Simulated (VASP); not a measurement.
# InP (F-43m) in VASP: a series of runs

The runs below take InP through vibrations by perturbation theory, with PBEsol.

Everything below comes from runs of VASP 6.6.1. Logs are shortened: lines on timing, memory, paths and dates and some standing lists are left out, and cuts for length are marked.

**1. The cell of the first run**

It takes space group F-43m (No. 216, cubic). Conventional cell: a = 5.819 Å, b = 5.819 Å, c = 5.819 Å, α = 90.00°, β = 90.00°, γ = 90.00°. Within 3.3 Å of In (site symmetry -43m) lie 4 P at 2.52 Å. Within 3.3 Å of P (site symmetry -43m) lie 4 In at 2.52 Å.

**2. Vibrations by perturbation theory, PBEsol (volume scaled by 0.970)**

INCAR

```
ALGO = Normal
EDIFF = 1E-8
ENCUT = 520
GGA = PS
IBRION = 8
ISIF = 2
ISMEAR = 0
LASPH = T
LCHARG = F
LREAL = F
LWAVE = F
NBANDS = 16
NELM = 100
NSW = 1
PREC = Accurate
SIGMA = 0.01
```

KPOINTS

```
k-points
0
Gamma
  8 8 8
```

POSCAR

```
InP
1.0
    0.0000000000      2.9095479379      2.9095479379
    2.9095479379      0.0000000000      2.9095479379
    2.9095479379      2.9095479379      0.0000000000
In P
1 1
Direct
    0.0000000000      0.0000000000      0.0000000000
    0.7500000000      0.7500000000      0.7500000000
```

Potentials or basis: VASP PAW PBE potentials, release 64 (In_d, P).

Run with:

```
> cat potpaw_PBE.64/In_d/POTCAR potpaw_PBE.64/P/POTCAR > POTCAR
> mpirun -np 1 vasp_std > vasp.out
```

OUTCAR:

```text
EDIFF = 1E-8
   ENCUT = 520
   GGA = PS
   IBRION = 8
   ISIF = 2
   ISMEAR = 0
   LASPH = T
   LREAL = F
   NELM = 100
   NSW = 1
   PREC = Accurate

 ion  position               nearest neighbor table
   1  0.000  0.000  0.000-   2 2.52   2 2.52   2 2.52   2 2.52
   2  0.750  0.750  0.750-   1 2.52   1 2.52   1 2.52   1 2.52

  LATTYP: Found a face centered cubic cell.
 ALAT       =     5.8190958758

  Lattice vectors:

 A1 = (   0.0000000000,   2.9095479379,   2.9095479379)
 A2 = (   2.9095479379,   0.0000000000,   2.9095479379)
 A3 = (   2.9095479379,   2.9095479379,   0.0000000000)

Analysis of symmetry for initial positions (statically):
=====================================================================
 Subroutine PRICEL returns:
 Original cell was already a primitive cell.

 Routine SETGRP: Setting up the symmetry group for a
 face centered cubic supercell.

 Subroutine GETGRP returns: Found 24 space group operations
 (whereof 24 operations were pure point group operations)
 out of a pool of 48 trial point group operations.

The static configuration has the point symmetry T_d .

Analysis of symmetry for dynamics (positions and initial velocities):
=====================================================================
 Subroutine PRICEL returns:
 Original cell was already a primitive cell.

 Routine SETGRP: Setting up the symmetry group for a
 face centered cubic supercell.

 Subroutine GETGRP returns: Found 24 space group operations
 (whereof 24 operations were pure point group operations)
 out of a pool of 48 trial point group operations.

The dynamic configuration has the point symmetry T_d .

 Subroutine INISYM returns: Found 24 space group operations
 (whereof 24 operations are pure point group operations),
 and found     1 'primitive' translations

----------------------------------------------------------------------------------------

                                     Primitive cell

  volume of cell :      49.2614

  direct lattice vectors                    reciprocal lattice vectors
     0.000000000  2.909547938  2.909547938    -0.171848002  0.171848002  0.171848002
     2.909547938  0.000000000  2.909547938     0.171848002 -0.171848002  0.171848002
     2.909547938  2.909547938  0.000000000     0.171848002  0.171848002 -0.171848002

  length of vectors
     4.114722154  4.114722154  4.114722154     0.297649471  0.297649471  0.297649471

  position of ions in fractional coordinates (direct lattice)
     0.000000000  0.000000000  0.000000000
     0.750000000  0.750000000  0.750000000

  ion indices of the primitive-cell ions
   primitive index   ion index
                 1           1
                 2           2

----------------------------------------------------------------------------------------

 KPOINTS: k-points

Automatic generation of k-mesh.
 Grid dimensions read from file:
 generate k-points for:    8    8    8

 Generating k-lattice:

  Cartesian coordinates                     Fractional coordinates (reciprocal lattice)
    -0.021481000  0.021481000  0.021481000     0.125000000  0.000000000  0.000000000
     0.021481000 -0.021481000  0.021481000     0.000000000  0.125000000  0.000000000
     0.021481000  0.021481000 -0.021481000     0.000000000  0.000000000  0.125000000

  Length of vectors
     0.037206184  0.037206184  0.037206184

  Shift w.r.t. Gamma in fractional coordinates (k-lattice)
     0.000000000  0.000000000  0.000000000

[... 67 lines left out ...]
   IALGO  =     38    algorithm
   IMIX   =      4    mixing-type and parameters
     AMIX     =   0.40;   BMIX     =  1.00
     AMIX_MAG =   1.60;   BMIX_MAG =  1.00
  volume/ion in A,a.u.               =      24.63       166.22
  Fermi-wavevector in a.u.,A,eV,Ry     =   1.170389  2.211714 18.637395  1.369810
  Thomas-Fermi vector in A             =   2.306848
   LORBIT       =      0    0 simple, 1 ext, 2 COOP (PROOUT), +10 PAW based schemes
   GGA     = PS    functional components
   LHFCALC =     F    Hartree Fock is set to
   AEXX    =    0.0000 exact exchange contribution
   IVDW    =     0    specifies the selected vdW correction
   LEPSILON=     F    determine dielectric tensor
   LRPA    =     F    only Hartree local field effects (RPA)
 non-spin polarized calculation
 Gauss-broadening in eV      SIGMA  =   0.01
  energy-cutoff  :      520.00
  volume of cell :       49.26
 maximum number of plane-waves:      1363
   NGX = 15   NGY = 15   NGZ = 15

--------------------------------------- Ionic step        1  -------------------------------------------

 number of electron      17.9999997 magnetization

 Free energy of the ion-electron system (eV)
  ---------------------------------------------------
  ext. energy  EPLUGINS =         0.00000000
  ---------------------------------------------------
  free energy    TOTEN  =        -9.14443589 eV

  energy without entropy =       -9.14443589  energy(sigma->0) =       -9.14443589

 E-fermi :   5.4463     XC(G=0):  -9.5740

 val. band max:        5.3315725644   @ k =   0.0000   0.0000   0.0000
 cond. band min:       6.0614905182   @ k =   0.0000   0.0000   0.0000
 fundamental gap:      0.7299179538
 Fermi energy:         5.4463084194

 k-point     1 :       0.0000    0.0000    0.0000
  band No.  band energies     occupation
      1      -8.8656      2.00000
      2      -8.8656      2.00000
      3      -8.8656      2.00000
      4      -8.6998      2.00000
      5      -8.6998      2.00000
      6      -6.3679      2.00000
[... 433 lines left out ...]
      3      -8.7907      2.00000
      4      -8.7063      2.00000
      5      -8.6857      2.00000
      6      -4.2097      2.00000
[... 8 lines left out ...]
     15      15.9846      0.00000
     16      16.6874      0.00000

 [... further k-points ...]
[... 5 lines left out ...]
  --------------------------------------------------------------------------------------
  -------------------------------------------------------------------------------------
  Total        0.6627482      0.6627482      0.6627482      0.0000000      0.0000000      0.0000000
  in kB       21.5552279     21.5552279     21.5552279      0.0000000      0.0000000      0.0000000
  external PRESSURE =      21.5552279 kB  Pullay stress =       0.0000000 kB

 VOLUME and BASIS-vectors are now :
 -----------------------------------------------------------------------------
  energy-cutoff  :      520.00
  volume of cell :       49.26
      direct lattice vectors                 reciprocal lattice vectors
     0.000000000  2.909547938  2.909547938    -0.171848002  0.171848002  0.171848002
     2.909547938  0.000000000  2.909547938     0.171848002 -0.171848002  0.171848002
     2.909547938  2.909547938  0.000000000     0.171848002  0.171848002 -0.171848002

 POSITION                                       TOTAL-FORCE (eV/Angst)
 -----------------------------------------------------------------------------------
      0.00000      0.00000      0.00000         0.000000      0.000000      0.000000
      4.36432      4.36432      4.36432        -0.000000     -0.000000     -0.000000
 -----------------------------------------------------------------------------------
    total drift:                               -0.000000     -0.000000     -0.000000

  FREE ENERGIE OF THE ION-ELECTRON SYSTEM (eV)
  ---------------------------------------------------
  free  energy   TOTEN  =        -9.1444358949 eV

  energy  without entropy=       -9.1444358949  energy(sigma->0) =       -9.14443589

[... ionic steps 2 to 3 ...]

--------------------------------------- Ionic step        4  -------------------------------------------

------------------------ aborting loop because EDIFF is reached ----------------------------------------

[... ionic steps 5 to 6 ...]

--------------------------------------- Ionic step        7  -------------------------------------------

 Free energy of the ion-electron system (eV)
  ---------------------------------------------------
  ---------------------------------------------------
  free energy    TOTEN  =        -0.04895690 eV

  energy without entropy =       -0.04895690

------------------------ aborting loop because EDIFF is reached ----------------------------------------

 INTERNAL STRAIN TENSOR  FOR ION    2  DIRECTION 1   (eV/Angst):
 -----------------------------------------------------------------------------
    -0.01229  0.00000  0.00000
     0.00000  0.00759  8.81856
     0.00000  8.81856  0.00759

 INTERNAL STRAIN TENSOR FOR ION    2 for displacements in x,y,z  (eV/Angst):
          X           Y           Z          XY          YZ          ZX
  --------------------------------------------------------------------------------
  x     0.00000     0.00000     0.00000     0.00000     8.81856     0.00000
  y     0.00000     0.00000     0.00000     0.00000     0.00000     8.81856
  z     0.00000     0.00000     0.00000     8.81856     0.00000     0.00000

 SECOND DERIVATIVES (NOT SYMMETRIZED)
 ------------------------------------
               1X          1Y          1Z          2X          2Y          2Z
  1X    -8.456215    0.000000    0.000000    8.456215    0.000000    0.000000
  1Y     0.000000   -8.456215    0.000000    0.000000    8.456215    0.000000
  1Z     0.000000    0.000000   -8.456215    0.000000    0.000000    8.456215
  2X     8.467468    0.000000    0.000000   -8.467468    0.000000    0.000000
  2Y     0.000000    8.467468    0.000000    0.000000   -8.467468    0.000000
  2Z     0.000000    0.000000    8.467468    0.000000    0.000000   -8.467468

 Eigenvectors and eigenvalues of the dynamical matrix
 ----------------------------------------------------

   1 f  =    9.209342 THz    57.864004 2PiTHz  307.190593 cm-1    38.086762 meV
             X         Y         Z           dx          dy          dz
      0.000000  0.000000  0.000000    -0.236161   -0.395545   -0.000000
      4.364322  4.364322  4.364322     0.454995    0.762070    0.000000
[... 21 lines left out ...]
   6 f/i=    0.002504 THz     0.015732 2PiTHz    0.083520 cm-1     0.010355 meV
             X         Y         Z           dx          dy          dz
      0.000000  0.000000  0.000000    -0.886758   -0.030595   -0.022256
      4.364322  4.364322  4.364322    -0.460263   -0.015880   -0.011552

--------------------------------------------------------------------------------------------------------

 ELASTIC MODULI CONTR FROM IONIC RELAXATION (kBar)
 Direction    XX          YY          ZZ          XY          YZ          ZX
 --------------------------------------------------------------------------------
 XX          -0.0000     -0.0000     -0.0000     -0.0000      0.0000     -0.0000
 YY          -0.0000     -0.0000     -0.0000     -0.0000     -0.0000     -0.0000
 ZZ          -0.0000     -0.0000     -0.0000     -0.0000     -0.0000     -0.0000
 XY          -0.0000     -0.0000     -0.0000   -294.5238      0.0000      0.0000
 YZ           0.0000     -0.0000     -0.0000      0.0000   -294.5238      0.0000
 ZX          -0.0000     -0.0000     -0.0000      0.0000      0.0000   -294.5238
 --------------------------------------------------------------------------------
```

Run time: 3.1 min. Hardware: 1 thread of Intel Xeon Platinum 8488C (Sapphire Rapids), shared host; peak memory 0.33 GiB.

Results:

```yaml
Highest_phonon_frequency_at_Γ_LO-TO_splitting_left_out: 307 cm⁻¹
```

Phonon frequencies in cm⁻¹ (negative: imaginary):
| q point | frequencies |
| --- | --- |
| (0.000, 0.000, 0.000) | 0 0 0 307 307 307 |

Caveat: the cell differs from its parent crystal (volume scaled by 0.970); the cell wasn't relaxed at this level first, which shifts response properties; the PAW data sets were made with another functional, which shifts forces and pressure a little; spin-orbit coupling is left out, which moves the levels of the heavy elements.

**3. Vibrations by perturbation theory, PBEsol**

This run uses another cell than the first one, of 25.39 Å³/atom, 1.031 times its volume.

INCAR

```
ALGO     = Normal         # electronic algorithm
EDIFF    = 1E-8           # SCF threshold, eV
ENCUT    = 520            # plane-wave cutoff, eV
GGA      = PS             # functional
IBRION   = 8              # ionic algorithm
ISIF     = 2              # what is computed and relaxed
ISMEAR   = 0              # smearing method
LASPH    = True           # aspherical terms in the spheres
LCHARG   = True           # write CHGCAR
LREAL    = False          # projectors in reciprocal space
LWAVE    = False          # write WAVECAR
NBANDS   = 16             # bands
NELM     = 100            # most SCF steps
NSW      = 1              # ionic steps
PREC     = Accurate       # precision mode
SIGMA    = 0.01           # smearing width, eV
```

KPOINTS is that of step 2.

POSCAR

```
InP
1.0
    0.0000000000      2.9392392532      2.9392392532
    2.9392392532      0.0000000000      2.9392392532
    2.9392392532      2.9392392532      0.0000000000
In P
1 1
Direct
    0.0000000000      0.0000000000      0.0000000000
    0.7500000000      0.7500000000      0.7500000000
```

Potentials or basis: VASP PAW PBE potentials, release 64 (In_d, P).

Run with:

```
> cat potpaw_PBE.64/In_d/POTCAR potpaw_PBE.64/P/POTCAR > POTCAR
> mpirun -np 1 vasp_std > vasp.out
```

OUTCAR:

```text
EDIFF = 1E-8
   ENCUT = 520
   GGA = PS
   IBRION = 8
   ISIF = 2
   ISMEAR = 0
   LASPH = True
   LREAL = False
   NELM = 100
   NSW = 1
   PREC = Accurate

 ion  position               nearest neighbor table
   1  0.000  0.000  0.000-   2 2.55   2 2.55   2 2.55   2 2.55
   2  0.750  0.750  0.750-   1 2.55   1 2.55   1 2.55   1 2.55

  LATTYP: Found a face centered cubic cell.
 ALAT       =     5.8784785064

  Lattice vectors:

 A1 = (   0.0000000000,   2.9392392532,   2.9392392532)
[... 710 lines left out ...]
               1X          1Y          1Z          2X          2Y          2Z
  1X    -7.841866    0.000000    0.000000    7.841866    0.000000    0.000000
  1Y     0.000000   -7.841866    0.000000    0.000000    7.841866    0.000000
  1Z     0.000000    0.000000   -7.841866    0.000000    0.000000    7.841866
  2X     7.823544    0.000000    0.000000   -7.823544    0.000000    0.000000
  2Y     0.000000    7.823544    0.000000    0.000000   -7.823544    0.000000
  2Z     0.000000    0.000000    7.823544    0.000000    0.000000   -7.823544

 Eigenvectors and eigenvalues of the dynamical matrix
 ----------------------------------------------------

   1 f  =    8.855701 THz    55.642012 2PiTHz  295.394399 cm-1    36.624221 meV
             X         Y         Z           dx          dy          dz
      0.000000  0.000000  0.000000    -0.461348    0.000000    0.000000
      4.408859  4.408859  4.408859     0.887219    0.000000    0.000000
[... 21 lines left out ...]
   6 f/i=    0.004239 THz     0.026637 2PiTHz    0.141414 cm-1     0.017533 meV
             X         Y         Z           dx          dy          dz
      0.000000  0.000000  0.000000    -0.887219    0.000000    0.000000
      4.408859  4.408859  4.408859    -0.461348    0.000000    0.000000

--------------------------------------------------------------------------------------------------------

 ELASTIC MODULI CONTR FROM IONIC RELAXATION (kBar)
 Direction    XX          YY          ZZ          XY          YZ          ZX
 --------------------------------------------------------------------------------
 XX          -0.0000      0.0000      0.0000      0.0000     -0.0000      0.0000
 YY           0.0000     -0.0000     -0.0000      0.0000      0.0000      0.0000
 ZZ           0.0000     -0.0000     -0.0000     -0.0000      0.0000      0.0000
 XY           0.0000      0.0000     -0.0000   -226.8678      0.0000      0.0000
 YZ          -0.0000      0.0000      0.0000      0.0000   -226.8678      0.0000
 ZX           0.0000      0.0000      0.0000      0.0000      0.0000   -226.8678
 --------------------------------------------------------------------------------
```

OSZICAR:

```text
N       E                     dE             d eps       ncg     rms          rms(c)
DAV:   1     0.113958448768E+03    0.11396E+03   -0.82805E+03   928   0.123E+03
DAV:   2    -0.232935626049E+01   -0.11629E+03   -0.11047E+03  1080   0.305E+02
[... 48 lines left out ...]
RMM:   7    -0.488492718453E-01    0.51764E-06   -0.27152E-07  5887   0.380E-03    0.145E-03
RMM:   8    -0.488517291901E-01   -0.24573E-05   -0.20946E-07  5855   0.137E-03    0.323E-04
RMM:   9    -0.488516342824E-01    0.94908E-07    0.10588E-07  6483   0.521E-04    0.184E-04
RMM:  10    -0.488517700364E-01   -0.13575E-06    0.68754E-08  6029   0.201E-04    0.555E-05
RMM:  11    -0.488518541354E-01   -0.84099E-07   -0.27456E-08  6394   0.849E-05    0.467E-05
RMM:  12    -0.488518564377E-01   -0.23023E-08    0.15001E-08  6324   0.383E-05    0.340E-05
 Linear response finished
```

It took 2.3 min on 1 thread of Intel Xeon Platinum 8488C (Sapphire Rapids), shared host; peak memory 0.33 GiB.

Results:

| Property | Result |
| --- | --- |
| Highest phonon frequency at Γ, LO-TO splitting left out | 295 cm⁻¹ |

Phonon frequencies in cm⁻¹ (negative: imaginary):
| q point | frequencies |
| --- | --- |
| (0.000, 0.000, 0.000) | 0 0 0 295 295 295 |

Caveat: the PAW data sets were made with another functional, which shifts forces and pressure a little; spin-orbit coupling is left out, which moves the levels of the heavy elements.

(Part 1 of 2 ends here.)
